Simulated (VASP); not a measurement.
Here is a VASP 6.6.1 calculation.

INCAR

```
SYSTEM = As
  PREC = Accurate
  ENCUT = 600
  EDIFF = 1E-6
  ISMEAR = 0
  SIGMA = 0.1
  LREAL = .False.
  LASPH = .True.
  NELM = 80
  ALGO = Normal
  ISIF = 3
  LWAVE = .False.
  LCHARG = .False.
  GGA = PE
  IBRION = 2
  NSW = 100
  EDIFFG = -0.01
```

Contents of KPOINTS:

```
regular mesh
0
Gamma
  8 8 8
  0 0 0
```

POSCAR

```
As
1.0
   -3.7102748874      3.7102748874      3.7102748874
    3.7102748874     -3.7102748874      3.7102748874
    3.7102748874      3.7102748874     -3.7102748874
As
8
Direct
    0.1955801686      0.1955801686      0.1955801686
    0.5000000000      0.0000000000      0.3044198314
    0.3044198314      0.5000000000      0.0000000000
    0.0000000000      0.3044198314      0.5000000000
    0.8044198314      0.8044198314      0.8044198314
    0.5000000000      0.0000000000      0.6955801686
    0.6955801686      0.5000000000      0.0000000000
    0.0000000000      0.6955801686      0.5000000000
```

Potentials or basis: VASP PAW PBE potentials, release 64 (As).

Launch:

```sh
$ cat potpaw_PBE.64/As/POTCAR > POTCAR
$ mpirun -np 1 vasp_std > vasp.out
```

Question: Predict the space group after relaxing (to 0.1 Å).

Answer: Ia-3 (No. 206).

Question: Estimate the relaxed cell.

Answer: a = 6.453 Å, b = 6.453 Å, c = 6.453 Å, α = 109.47°, β = 109.47°, γ = 109.47°.

Question: Estimate the relaxed volume.

Answer: 25.86 Å³/atom.

The path:
```csv
step,energy change (eV),largest force (eV/Å),pressure (GPa),volume (Å³)
1,0.0000,0.0390,0.35,204.30
2,-0.0024,0.0595,-0.03,205.96
3,-0.0024,0.0629,-0.09,206.25
4,-0.0038,0.0339,-0.05,206.53
5,-0.0044,0.0015,0.00,206.86
```
